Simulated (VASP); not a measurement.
Set up this calculation in VASP 6.6.1, as the native input.

```yaml
Task: single point
Functional: LDA
Potentials_or_basis: VASP PAW LDA potentials, release 64 (Ti_sv, Si)
Cutoff: 520 eV
k_mesh: 18 × 18 × 18
Occupations: gaussian, width 0.15 eV
Spin: no spin polarisation
Dipole_correction: no
Further_INCAR_settings: ALGO = Normal; EDIFF = 1e-06; NBANDS = 17
```

The structure of TiSi2 lies in POSCAR:

```
TiSi2
1.0
   -1.4142358918      1.6390264877      4.0241028366
    1.4142358918     -1.6390264877      4.0241028366
    1.4142358918      1.6390264877     -4.0241028366
Ti Si
1 2
Direct
    0.0000000000      0.0000000000      0.0000000000
    0.3490558154      0.3490558154      0.0000000000
    0.6509441846      0.6509441846      0.0000000000
```

This cell differs from its parent crystal: atoms shifted along a free coordinate.

These files were run (other wordings do the same):

INCAR

```
PREC = Accurate
ENCUT = 520
EDIFF = 1E-6
ISMEAR = 0
SIGMA = 0.15
LREAL = False
LASPH = True
NELM = 80
ALGO = Normal
ISIF = 2
LWAVE = False
LCHARG = False
NBANDS = 17
```

KPOINTS

```
Automatic mesh
0
Gamma
  18 18 18
```

Potentials or basis: VASP PAW LDA potentials, release 64 (Ti_sv, Si).

The run is started by

```console
$ cat potpaw_LDA.64/Ti_sv/POTCAR potpaw_LDA.64/Si/POTCAR > POTCAR
$ mpirun -np 1 vasp_std > vasp.out
```

Results of the run:

```yaml
Pressure: 20.6 GPa
Largest_force: 2.201 eV/Å
Band_gap_on_the_k_mesh: zero (bands 10 and 11 overlap by 2.93 eV)
```

Caveat: the cell differs from its parent crystal (atoms shifted along a free coordinate); the stress differs along the axes, from 19 to 25 GPa; forces of over 1 eV/Å act on the atoms, so gaps and moduli don't describe the material at rest.

It took 8.8 min on 1 thread of AMD EPYC 9R45 96-Core Processor (Zen 5) (shared host), peak memory 0.57 GiB.
